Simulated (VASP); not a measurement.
HfSiO4 (Hafnon):

```
CELL_PARAMETERS angstrom
-3.28625 3.28625 2.98160
3.28625 -3.28625 2.98160
3.28625 3.28625 -2.98160
ATOMIC_POSITIONS crystal
Hf 0.00000 0.00000 0.00000
Hf 0.75000 0.25000 0.50000
Si 0.50000 0.50000 0.00000
Si 0.25000 0.75000 0.50000
O 0.68020 0.49570 0.81550
O 0.24570 0.93020 0.31550
O 0.68020 0.86470 0.18450
O 0.61470 0.93020 0.68450
O 0.06980 0.38530 0.31550
O 0.50430 0.31980 0.18450
O 0.06980 0.75430 0.68450
O 0.13530 0.31980 0.81550
```

Base run:

| Property | Result |
| --- | --- |
| Program | VASP 6.6.1 |
| Functional | PBEsol |
| Potentials or basis | VASP PAW PBE potentials, release 64 (Hf_pv, Si, O) |
| Cutoff | 520 eV |
| k mesh | 6 × 6 × 6 |
| Occupations | fermi-dirac, width 0.05 eV |
| Spin | no spin polarisation |

Its results: band gap on the k mesh 5.31 eV, indirect (least direct gap 5.68 eV); pressure 0.0 GPa; largest force 0.679 eV/Å.

Question: The run is repeated on the same cell with these changes: functional from PBEsol to PBE. What comes out?

Answer: Band gap on the k mesh 5.41 eV, indirect (least direct gap 5.76 eV); pressure 5.8 GPa; largest force 0.530 eV/Å.

PBE binds less tightly than PBEsol, so the same cell stands under more pressure.

Caveats: spin-orbit coupling is left out, which moves the levels of the heavy elements; the PAW data sets were made with another functional, which shifts forces and pressure a little (some runs).

A k mesh can miss the band edges.
